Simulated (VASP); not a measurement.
Wanted: the native input for a VASP 6.6.1 run.

| Quantity | Value |
| --- | --- |
| Task | single point |
| Functional | PBE |
| Potentials or basis | VASP PAW PBE potentials, release 64 (Sn_d, Bi_d, O) |
| Cutoff | 520 eV |
| k mesh | 6 × 6 × 4 |
| Occupations | gaussian, width 0.1 eV |
| Spin | no spin polarisation |
| Dipole correction | no |
| Further INCAR settings | ALGO = Normal; EDIFF = 1e-06; NBANDS = 33 |

The structure of SnBi2O lies in POSCAR:

```
SnBi2O
1.0
    4.1314486900      0.0000000000      0.0000000000
   -2.0657243500      3.5779395200      0.0000000000
    0.0000000000      0.0000000000      6.6939021600
Sn Bi O
1 2 1
Direct
    0.0000000000      0.0000000000      0.5000000000
    0.6666666700      0.3333333300      0.7485837300
    0.3333333300      0.6666666700      0.2514162700
    0.0000000000      0.0000000000      0.0000000000
```

These files were run (other wordings do the same):

INCAR

```
  ALGO = Normal
  EDIFF = 1E-6
  ENCUT = 520
  GGA = PE
  ISIF = 2
  ISMEAR = 0
  LASPH = True
  LCHARG = False
  LREAL = False
  LWAVE = False
  NBANDS = 33
  NELM = 60
  PREC = Accurate
  SIGMA = 0.1
```

KPOINTS

```
k-points
0
Gamma
  6 6 4
```

Potentials or basis: VASP PAW PBE potentials, release 64 (Sn_d, Bi_d, O).

Launch:

```bash
$ cat potpaw_PBE.64/Sn_d/POTCAR potpaw_PBE.64/Bi_d/POTCAR potpaw_PBE.64/O/POTCAR > POTCAR
$ mpirun -np 1 vasp_std > vasp.out
```

Results of the run:

The pressure is 4.3 GPa and the largest force is 2.233 eV/Å. The band gap on the k mesh is zero (band 25 reaches 7.74 eV, above the bottom of band 26 at 7.09 eV).

Caveat: spin-orbit coupling is left out, which moves the levels of the heavy elements; forces of over 1 eV/Å act on the atoms, so gaps and moduli don't describe the material at rest.

Run time: 34 s on 1 thread of Intel(R) Xeon(R) 6975P-C (Granite Rapids), with other jobs on the host, peak memory 0.26 GiB.
